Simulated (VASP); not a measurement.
Zn, 1 atom in the cell. The structure is cubic, space group Pm-3m (No. 221). The conventional cell has a = 2.403 Å, b = 2.403 Å, c = 2.403 Å, α = 90.00°, β = 90.00°, γ = 90.00°. Within 3.2 Å of Zn (site symmetry m-3m) lie 6 Zn at 2.40 Å. 

```yaml
Program: VASP 6.6.1
Task: relaxation of cell and atoms
Functional: LDA
Potentials_or_basis: VASP PAW LDA potentials, release 64 (Zn)
Cutoff: 600 eV
k_mesh: 16 × 16 × 16
Occupations: fermi-dirac, width 0.1 eV
Spin: no spin polarisation
Target_pressure: 15 GPa
Dipole_correction: no
Further_INCAR_settings: ALGO = Normal; EDIFF = 1e-06; IBRION = 2; EDIFFG = -0.005; NSW = 32; ISIF = 3
```

Potentials or basis: VASP PAW LDA potentials, release 64 (Zn).

Run with:

```sh
$ cat potpaw_LDA.64/Zn/POTCAR > POTCAR
$ mpirun -np 1 vasp_std > vasp.out
```

Hardware: 1 thread of Intel(R) Xeon(R) Platinum 8259CL CPU @ 2.50GHz (Skylake/Cascade Lake), with other jobs on the host.

Problem. How long does it take, and how much memory?

Solution. Wall time 35 s on 1 thread of Intel(R) Xeon(R) Platinum 8259CL CPU @ 2.50GHz (Skylake/Cascade Lake) (shared host), peak memory 0.14 GiB. Counts: scf iterations 26, k points 165, ion steps 4.
